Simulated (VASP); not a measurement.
# TaN (Cm) in VASP: single point with LDA

Aim: the single point of TaN with LDA.

Program: VASP 6.6.1. These are calculated values, not measurements. Logs are shortened: lines on timing, memory, paths and dates and some standing lists are left out, and cuts for length are marked.

### Step 1. The cell of the first run

The structure is monoclinic, space group Cm (No. 8). The conventional cell has a = 4.348 Å, b = 4.348 Å, c = 3.074 Å, α = 90.00°, β = 135.00°, γ = 90.00°. Ta (site symmetry m) has 6 N at 1.92 to 2.44 Å within 2.5 Å. N (site symmetry m) has 6 Ta at 1.92 to 2.44 Å within 2.5 Å.

### Step 2. Single point, LDA (atoms displaced along several vibrational modes)

INCAR reads:

```
SYSTEM = TaN
  ALGO = Normal
  EDIFF = 1E-6
  ENCUT = 520
  GGA = CA
  ISIF = 2
  ISMEAR = 0
  LASPH = .TRUE.
  LCHARG = .FALSE.
  LREAL = .FALSE.
  LWAVE = .FALSE.
  NBANDS = 15
  NELM = 100
  PREC = Accurate
  SIGMA = 0.15
```

KPOINTS reads:

```
k-points
0
G
  18 18 18
  0 0 0
```

POSCAR reads:

```
TaN
1.0
    0.0000000000      2.1738356505      2.1738356505
    2.1738356505      0.0000000000      2.1738356505
    2.1738356505      2.1738356505      0.0000000000
Ta N
1 1
Direct
    0.4978278253      0.5065165242      0.5021721747
    0.0280609990     -0.0841829970     -0.0280609990
```

Potentials or basis: VASP PAW LDA potentials, release 64 (Ta_pv, N).

Started as:

```console
$ cat potpaw_LDA.64/Ta_pv/POTCAR potpaw_LDA.64/N/POTCAR > POTCAR
$ mpirun -np 1 vasp_std > vasp.out
```

OUTCAR:

```text
SYSTEM = TaN
   EDIFF = 1E-6
   ENCUT = 520
   GGA = CA
   ISIF = 2
   ISMEAR = 0
   LASPH = .TRUE.
   LREAL = .FALSE.
   NELM = 100
   PREC = Accurate

 ion  position               nearest neighbor table
   1  0.498  0.507  0.502-   2 1.92   2 2.06   2 2.19   2 2.19   2 2.32   2 2.44
   2  0.028  0.916  0.972-   1 1.92   1 2.06   1 2.19   1 2.19   1 2.32   1 2.44

  LATTYP: Found a face centered cubic cell.
 ALAT       =     4.3476713010

  Lattice vectors:

 A1 = (   0.0000000000,   2.1738356505,   2.1738356505)
 A2 = (   2.1738356505,   0.0000000000,   2.1738356505)
 A3 = (   2.1738356505,   2.1738356505,   0.0000000000)

Analysis of symmetry for initial positions (statically):
=====================================================================
 Subroutine PRICEL returns:
 Original cell was already a primitive cell.

 Routine SETGRP: Setting up the symmetry group for a
 face centered cubic supercell.

 Subroutine GETGRP returns: Found  2 space group operations
 (whereof  2 operations were pure point group operations)
 out of a pool of 48 trial point group operations.

The static configuration has the point symmetry C_1h.

Analysis of symmetry for dynamics (positions and initial velocities):
=====================================================================
 Subroutine PRICEL returns:
 Original cell was already a primitive cell.

 Routine SETGRP: Setting up the symmetry group for a
 face centered cubic supercell.

 Subroutine GETGRP returns: Found  2 space group operations
 (whereof  2 operations were pure point group operations)
 out of a pool of 48 trial point group operations.

The dynamic configuration has the point symmetry C_1h.

 Subroutine INISYM returns: Found  2 space group operations
 (whereof  2 operations are pure point group operations),
 and found     1 'primitive' translations

----------------------------------------------------------------------------------------

                                     Primitive cell

  volume of cell :      20.5452

  direct lattice vectors                    reciprocal lattice vectors
     0.000000000  2.173835651  2.173835651    -0.230008188  0.230008188  0.230008188
     2.173835651  0.000000000  2.173835651     0.230008188 -0.230008188  0.230008188
     2.173835651  2.173835651  0.000000000     0.230008188  0.230008188 -0.230008188

  length of vectors
     3.074267859  3.074267859  3.074267859     0.398385869  0.398385869  0.398385869

  position of ions in fractional coordinates (direct lattice)
     0.497827825  0.506516524  0.502172175
     0.028060999  0.915817003  0.971939001

  ion indices of the primitive-cell ions
   primitive index   ion index
                 1           1
                 2           2

----------------------------------------------------------------------------------------

 KPOINTS: k-points

Automatic generation of k-mesh.
 Grid dimensions read from file:
 generate k-points for:   18   18   18

 Generating k-lattice:

  Cartesian coordinates                     Fractional coordinates (reciprocal lattice)
    -0.012778233  0.012778233  0.012778233     0.055555556  0.000000000  0.000000000
     0.012778233 -0.012778233  0.012778233     0.000000000  0.055555556  0.000000000
     0.012778233  0.012778233 -0.012778233     0.000000000  0.000000000  0.055555556

  Length of vectors
     0.022132548  0.022132548  0.022132548

  Shift w.r.t. Gamma in fractional coordinates (k-lattice)
     0.000000000  0.000000000  0.000000000

 Subroutine IBZKPT returns following result:
 ===========================================

 Found   1550 irreducible k-points:

 Following reciprocal coordinates:
            Coordinates               Weight
  0.000000  0.000000  0.000000      1.000000
  0.055556  0.000000  0.000000      4.000000
  0.000000  0.055556  0.000000      4.000000
  0.111111  0.000000  0.000000      4.000000
  0.000000  0.111111  0.000000      4.000000
  0.166667  0.000000  0.000000      4.000000
[... 16 lines left out ...]
  0.111111  0.055556  0.000000      4.000000
  0.000000  0.111111  0.055556      4.000000
 [... further k-points ...]
   k-points           NKPTS =   1550   k-points in BZ     NKDIM =   1550   number of bands    NBANDS=     15
   number of dos      NEDOS =    301   number of ions     NIONS =      2
   total plane-waves  NPLWV =  13824
   dimension x,y,z NGX =    24 NGY =   24 NGZ =   24
   dimension x,y,z NGXF=    48 NGYF=   48 NGZF=   48
   ions per type =               1   1
   NGX,Y,Z   is equivalent  to a cutoff of  12.98, 12.98, 12.98 a.u.
   NGXF,Y,Z  is equivalent  to a cutoff of  25.96, 25.96, 25.96 a.u.
 SYSTEM =  TaN
   PREC   = accura    normal or accurate (medium, high low for compatibility)
   ISTART =      0    job   : 0-new  1-cont  2-samecut
   ICHARG =      2    charge: 1-file 2-atom 10-const
   ISPIN  =      1    spin polarized calculation?
   LNONCOLLINEAR =      F non collinear calculations
   LSORBIT =      F    spin-orbit coupling
   LASPH  =      T    aspherical Exc in radial PAW
   ENCUT  =  520.0 eV  38.22 Ry    6.18 a.u.   5.72  5.72  5.72*2*pi/ulx,y,z
   NELM   =    100;   NELMIN=  2; NELMDL= -5     # of ELM steps
   EDIFF  = 0.1E-05   stopping-criterion for ELM
   LREAL  =      F    real-space projection
   EDIFFG = 0.1E-04   stopping-criterion for IOM
   NSW    =      0    number of steps for IOM
   IBRION =     -1    ionic relax: 0-MD 1-quasi-New 2-CG
   NFREE  =      0    steps in history (QN), initial steepest desc. (CG)
   ISIF   =      2    stress and relaxation
   ISYM   =      2    0-nonsym 1-usesym 2-fastsym
   POTIM  = 0.5000    time-step for ionic-motion
   TEBEG  =    0.0;   TEEND  =   0.0 temperature during run
   PSTRESS=    0.0 pullay stress
   NELECT =      16.0000    total number of electrons
   NUPDOWN=      -1.0000    fix difference up-down
   EMIN   =  10.00;   EMAX   =-10.00  energy-range for DOS
   EFERMI =   0.00;   METHOD = LEGACY
   ISMEAR =     0;   SIGMA  =   0.15  broadening in eV -4-tet -1-fermi 0-gaus
   EFERMI_NEDOS =   21; number of points for ismear=-14 and -15
   IALGO  =     38    algorithm
   IMIX   =      4    mixing-type and parameters
     AMIX     =   0.40;   BMIX     =  1.00
     AMIX_MAG =   1.60;   BMIX_MAG =  1.00
  volume/ion in A,a.u.               =      10.27        69.32
  Fermi-wavevector in a.u.,A,eV,Ry     =   1.506184  2.846276 30.866057  2.268591
  Thomas-Fermi vector in A             =   2.616935
   LORBIT       =      0    0 simple, 1 ext, 2 COOP (PROOUT), +10 PAW based schemes
   GGA     = CA    functional components
   LHFCALC =     F    Hartree Fock is set to
   AEXX    =    0.0000 exact exchange contribution
   IVDW    =     0    specifies the selected vdW correction
   LEPSILON=     F    determine dielectric tensor
   LRPA    =     F    only Hartree local field effects (RPA)
 non-spin polarized calculation
 Gauss-broadening in eV      SIGMA  =   0.15
  energy-cutoff  :      520.00
  volume of cell :       20.55
 maximum number of plane-waves:       568
   NGX = 11   NGY = 11   NGZ = 11

 number of electron      16.0000000 magnetization

 Free energy of the ion-electron system (eV)
  ---------------------------------------------------
  ext. energy  EPLUGINS =         0.00000000
  ---------------------------------------------------
  free energy    TOTEN  =       -23.68081087 eV

  energy without entropy =      -23.67136751  energy(sigma->0) =      -23.67608919

 E-fermi :   9.6098     XC(G=0): -13.8125

 val. band max:        9.6091878508   @ k =   0.0556   0.0000  -0.1667
 cond. band min:       9.6118369393   @ k =   0.1667  -0.2778   0.4444
 fundamental gap:      0.0026490885
 Fermi energy:         9.6098495180

 k-point     1 :       0.0000    0.0000    0.0000
  band No.  band energies     occupation
      1     -25.6862      2.00000
      2     -25.5773      2.00000
      3     -25.5581      2.00000
      4      -9.0944      2.00000
      5       4.3016      2.00000
      6       4.4994      2.00000
      7       4.6586      2.00000
      8       7.6041      2.00000
      9       8.9382      2.00000
     10       9.3058      1.99585
     11      10.5282      0.00000
     12      11.4723      0.00000
     13      11.8907      0.00000
     14      19.0397      0.00000
     15      21.4458      0.00000

 k-point     2 :       0.0556    0.0000    0.0000
  band No.  band energies     occupation
      1     -25.7055      2.00000
      2     -25.5902      2.00000
      3     -25.5666      2.00000
      4      -9.0110      2.00000
      5       3.9175      2.00000
      6       4.4474      2.00000
      7       4.8160      2.00000
      8       7.5924      2.00000
      9       8.7299      2.00000
     10       9.1551      1.99998
     11      10.9018      0.00000
     12      11.7350      0.00000
     13      12.2348      0.00000
     14      19.2826      0.00000
     15      21.4458      0.00000

 k-point     3 :       0.0000    0.0556    0.0000
  band No.  band energies     occupation
      1     -25.6997      2.00000
      2     -25.5951      2.00000
      3     -25.5659      2.00000
      4      -9.0147      2.00000
      5       3.9861      2.00000
      6       4.4448      2.00000
      7       4.6494      2.00000
      8       7.6694      2.00000
      9       8.8551      2.00000
     10       9.1289      1.99999
     11      10.9026      0.00000
     12      11.7230      0.00000
     13      12.1729      0.00000
     14      19.2922      0.00000
     15      21.4458      0.00000
[... 343 lines left out ...]
 k-point    23 :       0.1111    0.0556    0.0000
  band No.  band energies     occupation
      1     -25.7493      2.00000
      2     -25.6372      2.00000
      3     -25.5791      2.00000
      4      -8.8025      2.00000
      5       3.3369      2.00000
      6       4.1953      2.00000
      7       4.9490      2.00000
      8       7.5582      2.00000
      9       8.3117      2.00000
     10       9.3977      1.95449
     11      11.1812      0.00000
     12      12.2606      0.00000
     13      13.2137      0.00000
     14      19.9002      0.00000
     15      21.4456      0.00000

 k-point    24 :       0.0000    0.1111    0.0556
  band No.  band energies     occupation
      1     -25.7684      2.00000
      2     -25.6105      2.00000
      3     -25.5843      2.00000
      4      -8.8024      2.00000
      5       3.4922      2.00000
      6       4.2340      2.00000
      7       4.3846      2.00000
      8       7.5078      2.00000
      9       9.1405      1.99999
     10       9.4501      1.86806
     11      11.0187      0.00000
     12      11.8010      0.00000
     13      13.4122      0.00000
     14      19.9282      0.00000
     15      21.4455      0.00000

 [... further k-points ...]

------------------------ aborting loop because EDIFF is reached ----------------------------------------

  FORCE on cell =-STRESS in cart. coord.  units (eV):
  Direction    XX          YY          ZZ          XY          YZ          ZX
  --------------------------------------------------------------------------------------
  -------------------------------------------------------------------------------------
  Total        5.3260916      0.3233741      1.5411669      0.0000000      0.0000000     -0.7374406
  in kB      415.3451089     25.2177120    120.1849615      0.0000000      0.0000000    -57.5079001
  external PRESSURE =     186.9159275 kB  Pullay stress =       0.0000000 kB

 VOLUME and BASIS-vectors are now :
 -----------------------------------------------------------------------------
  energy-cutoff  :      520.00
  volume of cell :       20.55
      direct lattice vectors                 reciprocal lattice vectors
     0.000000000  2.173835651  2.173835651    -0.230008188  0.230008188  0.230008188
     2.173835651  0.000000000  2.173835651     0.230008188 -0.230008188  0.230008188
     2.173835651  2.173835651  0.000000000     0.230008188  0.230008188 -0.230008188

 POSITION                                       TOTAL-FORCE (eV/Angst)
 -----------------------------------------------------------------------------------
      2.19272      2.17384      2.18328        -3.430803      0.000000     -1.351168
      4.10367      2.17384      2.05184         3.430803      0.000000      1.351168
 -----------------------------------------------------------------------------------
    total drift:                                0.000148     -0.000000      0.000008

  FREE ENERGIE OF THE ION-ELECTRON SYSTEM (eV)
  ---------------------------------------------------
  free  energy   TOTEN  =       -23.6808108731 eV

  energy  without entropy=      -23.6713675088  energy(sigma->0) =      -23.67608919
```

Wall time 7.1 min (1 thread of Intel Xeon 8259CL, shared host); peak memory 0.55 GiB.

Results:

- Free energy: -23.6808 eV
- Pressure: 18.7 GPa
- Largest force: 3.687 eV/Å
- Band gap on the k mesh: zero (bands 8 and 9 overlap by 3.05 eV)

Forces in eV/Å, atoms in the order of the input:
```
Ta  -3.431  0.000 -1.351
N    3.431  0.000  1.351
```

Caveat: the cell differs from its parent crystal (atoms displaced along several vibrational modes); the stress differs along the axes, from 3 to 42 GPa; spin-orbit coupling is left out, which moves the levels of the heavy elements; forces of over 1 eV/Å act on the atoms, so gaps and moduli don't describe the material at rest.
